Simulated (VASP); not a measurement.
Input of a VASP 6.6.1 run:

Contents of INCAR:

```
ALGO = Normal
EDIFF = 1E-6
ENCUT = 520
GGA = PE
ISIF = 2
ISMEAR = -1
LASPH = True
LCHARG = True
LELF = True
LREAL = False
LVHAR = True
LWAVE = False
NBANDS = 17
NELM = 100
PREC = Accurate
SIGMA = 0.05
```

File KPOINTS:

```
k-points
0
Gamma
  14 14 7
```

POSCAR

```
Pd
1.0
    2.7364751659      0.0000000000      0.0000000000
   -1.3682375830      2.3698570105      0.0000000000
    0.0000000000      0.0000000000      4.5504220270
Pd
2
Direct
    0.6666666667      0.3333333333      0.7500000000
    0.3333333333      0.6666666667      0.2500000000
```

Potentials or basis: VASP PAW PBE potentials, release 64 (Pd).

Launch:

```console
$ cat potpaw_PBE.64/Pd/POTCAR > POTCAR
$ mpirun -np 1 vasp_std > vasp.out
```

**Question.** Estimate the band gap on the k mesh.

**Answer.** Zero (bands 10 and 11 overlap by 0.80 eV).

**Question.** Estimate the pressure.

**Answer.** 7.6 GPa.

Stress tensor (GPa, compression positive):
```
7.37 0.00 0.00
0.00 7.37 0.00
0.00 0.00 8.05
```

Caveat: the cell stands under pressure.
